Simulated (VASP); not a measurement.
# ScGa3 in VASP: a series of runs, part 2 of 2

VASP 6.6.1. Earlier steps stand in the parts before.

### Step 4. Single point, PBE

The input, INCAR:

```
  ALGO = Normal
  EDIFF = 1E-6
  ENCUT = 400
  GGA = PE
  GGA_COMPAT = False
  ISIF = 2
  ISMEAR = 0
  LASPH = True
  LCHARG = False
  LREAL = False
  LWAVE = False
  NBANDS = 33
  NELM = 120
  PREC = Accurate
  SIGMA = 0.1
```

The input, KPOINTS:

```
k-points
0
Gamma
  4 3 3
```

The input, POSCAR:

```
ScGa3
1.0
    3.7666310000      0.6452790000     -0.2920480000
   -0.3833150000      4.4425840000     -0.2419170000
    0.0755910000     -0.6672110000      4.6838310000
Sc Ga
1 3
Direct
    0.5874337011      0.8741452525      0.8877511666
    0.6928025034      0.3322714078      0.3672954228
    0.0667136276      0.3420518823      0.8862430661
    0.1209161151      0.7682765977      0.3771025213
```

Potentials or basis: VASP PAW PBE potentials, release 64 (Sc_sv, Ga_d).

Launch:

```console
> cat potpaw_PBE.64/Sc_sv/POTCAR potpaw_PBE.64/Ga_d/POTCAR > POTCAR
> mpirun -np 1 vasp_std > vasp.out
```

OUTCAR:

```text
EDIFF = 1E-6
   ENCUT = 400
   GGA = PE
   ISIF = 2
   ISMEAR = 0
   LASPH = True
   LREAL = False
   NELM = 120
   PREC = Accurate

 ion  position               nearest neighbor table
   1  0.587  0.874  0.888-   3 2.76   2 2.77   4 2.87   3 2.87   3 2.90   4 3.04   2 3.12   4 3.17

   2  0.693  0.332  0.367-   4 2.64   3 2.73   1 2.77   3 2.80   4 2.80   4 2.89   1 3.12
   3  0.067  0.342  0.886-   4 2.71   2 2.73   1 2.76   2 2.80   1 2.87   1 2.90
   4  0.121  0.768  0.377-   2 2.64   3 2.71   2 2.80   1 2.87   2 2.89   1 3.04   1 3.17

  LATTYP: Found a triclinic cell.
 ALAT       =     4.7317182243
 B/A-ratio  =     1.2337377699
 C/A-ratio  =     0.8099906252
 COS(alpha) =     0.0009013178
 COS(beta)  =     0.0834693514
 COS(gamma) =     0.6611654530

  Lattice vectors:

 A1 = (   0.0755910000,  -0.6672110000,   4.6838310000)
 A2 = (  -0.3077240000,   3.7753730000,   4.4419140000)
 A3 = (  -3.7666310000,  -0.6452790000,   0.2920480000)

Analysis of symmetry for initial positions (statically):
=====================================================================
 Subroutine PRICEL returns:
 Original cell was already a primitive cell.

 Routine SETGRP: Setting up the symmetry group for a
 triclinic supercell.

 Subroutine GETGRP returns: Found  1 space group operations
 (whereof  1 operations were pure point group operations)
 out of a pool of  2 trial point group operations.

The static configuration has the point symmetry C_1 .

Analysis of symmetry for dynamics (positions and initial velocities):
=====================================================================
 Subroutine PRICEL returns:
 Original cell was already a primitive cell.

 Routine SETGRP: Setting up the symmetry group for a
 triclinic supercell.

 Subroutine GETGRP returns: Found  1 space group operations
 (whereof  1 operations were pure point group operations)
 out of a pool of  2 trial point group operations.

The dynamic configuration has the point symmetry C_1 .

 Subroutine INISYM returns: Found  1 space group operations
 (whereof  1 operations are pure point group operations),
 and found     1 'primitive' translations

----------------------------------------------------------------------------------------

                                     Primitive cell

  volume of cell :      78.9394

  direct lattice vectors                    reciprocal lattice vectors
     3.766631000  0.645279000 -0.292048000     0.261553933  0.022512162 -0.001014290
    -0.383315000  4.442584000 -0.241917000    -0.035818884  0.223770965  0.032454210
     0.075591000 -0.667211000  4.683831000     0.014458486  0.012961320  0.215113441

  length of vectors
     3.832647403  4.465647413  4.731718224     0.262522925  0.228931678  0.215988046

  position of ions in fractional coordinates (direct lattice)
     0.587433701  0.874145253  0.887751167
     0.692802503  0.332271408  0.367295423
     0.066713628  0.342051882  0.886243066
     0.120916115  0.768276598  0.377102521

  ion indices of the primitive-cell ions
   primitive index   ion index
                 1           1
                 2           2
                 3           3
                 4           4

[... 25 lines left out ...]

 Following reciprocal coordinates:
            Coordinates               Weight
  0.000000  0.000000  0.000000      1.000000
  0.250000  0.000000  0.000000      2.000000
  0.500000  0.000000  0.000000      1.000000
  0.000000  0.333333  0.000000      2.000000
  0.250000  0.333333 -0.000000      2.000000
  0.500000  0.333333  0.000000      2.000000
[... 11 lines left out ...]
  0.500000 -0.333333  0.333333      2.000000
 -0.250000 -0.333333  0.333333      2.000000
   k-points           NKPTS =     19   k-points in BZ     NKDIM =     19   number of bands    NBANDS=     33
   number of dos      NEDOS =    301   number of ions     NIONS =      4
   total plane-waves  NPLWV =  26880
   dimension x,y,z NGX =    28 NGY =   30 NGZ =   32
   dimension x,y,z NGXF=    56 NGYF=   60 NGZF=   64
   ions per type =               1   3
   NGX,Y,Z   is equivalent  to a cutoff of  12.15, 11.17, 11.24 a.u.
   NGXF,Y,Z  is equivalent  to a cutoff of  24.29, 22.34, 22.49 a.u.
 SYSTEM =  unknown system
   PREC   = accura    normal or accurate (medium, high low for compatibility)
   ISTART =      0    job   : 0-new  1-cont  2-samecut
   ICHARG =      2    charge: 1-file 2-atom 10-const
   ISPIN  =      1    spin polarized calculation?
   LNONCOLLINEAR =      F non collinear calculations
   LSORBIT =      F    spin-orbit coupling
   LASPH  =      T    aspherical Exc in radial PAW
   ENCUT  =  400.0 eV  29.40 Ry    5.42 a.u.   6.25  7.28  7.72*2*pi/ulx,y,z
   NELM   =    120;   NELMIN=  2; NELMDL= -5     # of ELM steps
   EDIFF  = 0.1E-05   stopping-criterion for ELM
   LREAL  =      F    real-space projection
   EDIFFG = 0.1E-04   stopping-criterion for IOM
   NSW    =      0    number of steps for IOM
   IBRION =     -1    ionic relax: 0-MD 1-quasi-New 2-CG
   NFREE  =      0    steps in history (QN), initial steepest desc. (CG)
   ISIF   =      2    stress and relaxation
   ISYM   =      2    0-nonsym 1-usesym 2-fastsym
   POTIM  = 0.5000    time-step for ionic-motion
   TEBEG  =    0.0;   TEEND  =   0.0 temperature during run
   PSTRESS=    0.0 pullay stress
   NELECT =      50.0000    total number of electrons
   NUPDOWN=      -1.0000    fix difference up-down
   EMIN   =  10.00;   EMAX   =-10.00  energy-range for DOS
   EFERMI =   0.00;   METHOD = LEGACY
   ISMEAR =     0;   SIGMA  =   0.10  broadening in eV -4-tet -1-fermi 0-gaus
   EFERMI_NEDOS =   21; number of points for ismear=-14 and -15
   IALGO  =     38    algorithm
   IMIX   =      4    mixing-type and parameters
     AMIX     =   0.40;   BMIX     =  1.00
     AMIX_MAG =   1.60;   BMIX_MAG =  1.00
  volume/ion in A,a.u.               =      19.73       133.18
  Fermi-wavevector in a.u.,A,eV,Ry     =   1.405941  2.656842 26.894211  1.976669
  Thomas-Fermi vector in A             =   2.528351
   LORBIT       =      0    0 simple, 1 ext, 2 COOP (PROOUT), +10 PAW based schemes
   GGA     = PE    functional components
   LHFCALC =     F    Hartree Fock is set to
   AEXX    =    0.0000 exact exchange contribution
   IVDW    =     0    specifies the selected vdW correction
   LEPSILON=     F    determine dielectric tensor
   LRPA    =     F    only Hartree local field effects (RPA)
 non-spin polarized calculation
 Gauss-broadening in eV      SIGMA  =   0.10
  energy-cutoff  :      400.00
  volume of cell :       78.94
 maximum number of plane-waves:      1445
 NGX is ok and might be reduce to    28
   NGX = 13   NGY = 15   NGZ = 15

 number of electron      50.0000008 magnetization

 Free energy of the ion-electron system (eV)
  ---------------------------------------------------
  ext. energy  EPLUGINS =         0.00000000
  ---------------------------------------------------
  free energy    TOTEN  =       -16.14121680 eV

  energy without entropy =      -16.13205459  energy(sigma->0) =      -16.13663570

 E-fermi :   5.0744     XC(G=0): -10.7574

 val. band max:        5.0354578161   @ k =   0.0000  -0.0000   0.3333
 cond. band min:       5.1475075447   @ k =   0.2500   0.3333  -0.0000
 fundamental gap:      0.1120497287
 Fermi energy:         5.0743771399

 k-point     1 :       0.0000    0.0000    0.0000
  band No.  band energies     occupation
      1     -44.5917      2.00000
      2     -23.3246      2.00000
      3     -23.2046      2.00000
      4     -23.1743      2.00000
      5      -9.8504      2.00000
      6      -9.8037      2.00000
[... 673 lines left out ...]
     32       9.5089      0.00000
     33      10.2050      0.00000

------------------------ aborting loop because EDIFF is reached ----------------------------------------

  FORCE on cell =-STRESS in cart. coord.  units (eV):
  Direction    XX          YY          ZZ          XY          YZ          ZX
  --------------------------------------------------------------------------------------
  -------------------------------------------------------------------------------------
  Total       -1.2554337      0.7220378     -2.5300039     -0.5108533      1.3265133      0.1749227
  in kB      -25.4806612     14.6546976    -51.3497244    -10.3684330     26.9233151      3.5502831
  external PRESSURE =     -20.7252294 kB  Pullay stress =       0.0000000 kB

 VOLUME and BASIS-vectors are now :
 -----------------------------------------------------------------------------
  energy-cutoff  :      400.00
  volume of cell :       78.94
      direct lattice vectors                 reciprocal lattice vectors
     3.766631000  0.645279000 -0.292048000     0.261553933  0.022512162 -0.001014290
    -0.383315000  4.442584000 -0.241917000    -0.035818884  0.223770965  0.032454210
     0.075591000 -0.667211000  4.683831000     0.014458486  0.012961320  0.215113441

 POSITION                                       TOTAL-FORCE (eV/Angst)
 -----------------------------------------------------------------------------------
      1.94468      3.67021      3.77505         0.329457     -0.781274     -0.343987
      2.50993      1.67813      1.43764        -0.446773     -0.056215      0.380976
      0.18716      0.97133      4.04878         0.157044      0.333944     -0.080912
      0.18946      3.23955      1.54511        -0.039728      0.503544      0.043923
 -----------------------------------------------------------------------------------
    total drift:                                0.000944      0.000386      0.000085

  FREE ENERGIE OF THE ION-ELECTRON SYSTEM (eV)
  ---------------------------------------------------
  free  energy   TOTEN  =       -16.1412168020 eV

  energy  without entropy=      -16.1320545929  energy(sigma->0) =      -16.13663570
```

stdout:

```text
POSCAR found type information on POSCAR ScGa
 POSCAR found :  2 types and       4 ions
 scaLAPACK will be used
 LDA part: xc-table for (Slater+PW92), standard interpolation
 POSCAR, INCAR and KPOINTS ok, starting setup
 FFT: planning ... GRIDC
 FFT: planning ... GRID_SOFT
 FFT: planning ... GRID
 WAVECAR not read
 entering main loop
```

It took 26 s on 1 thread of Intel Xeon Platinum 8375C at 2.90GHz (Ice Lake), shared host; peak memory 0.18 GiB.

What came out:

```yaml
Free_energy: -16.1412 eV
Pressure: -2.1 GPa
Largest_force: 0.915 eV/Å
Band_gap_on_the_k_mesh: zero (bands 25 and 26 overlap by 2.07 eV)
```

Forces in eV/Å, atoms in the order of the input:
```
Sc   0.329 -0.781 -0.344
Ga  -0.447 -0.056  0.381
Ga   0.157  0.334 -0.081
Ga  -0.040  0.504  0.044
```

Stress tensor (GPa, compression positive):
```
-2.55 -1.04  0.36
-1.04  1.47  2.69
 0.36  2.69 -5.13
```

Caveat: the k points lie up to 0.48 Å⁻¹ apart, too coarse for converged energies and pressures of a metal.

### Step 5. Overview

| cell | gap on the mesh (eV) | pressure (GPa) | largest force (eV/Å) |
| --- | --- | --- | --- |
| as given, atomic positions A | none | -0.3 | 1.20 |
| as given, atomic positions B | none | -0.9 | 1.22 |
| as given, atomic positions C | none | -2.1 | 0.92 |

Alike in all rows: task single point; level PBE; potentials or basis VASP PAW PBE potentials, release 64 (Sc_sv, Ga_d); no spin polarisation; k mesh 4 × 3 × 3; cutoff (eV) 400; smearing gaussian 0.1 eV.

Caveats: all runs use coarse meshes.

Total energies depend on the potentials used, so only differences within one code and one set of settings carry meaning.

The gap in the log of VASP goes by the Fermi energy; the results here count the filled bands.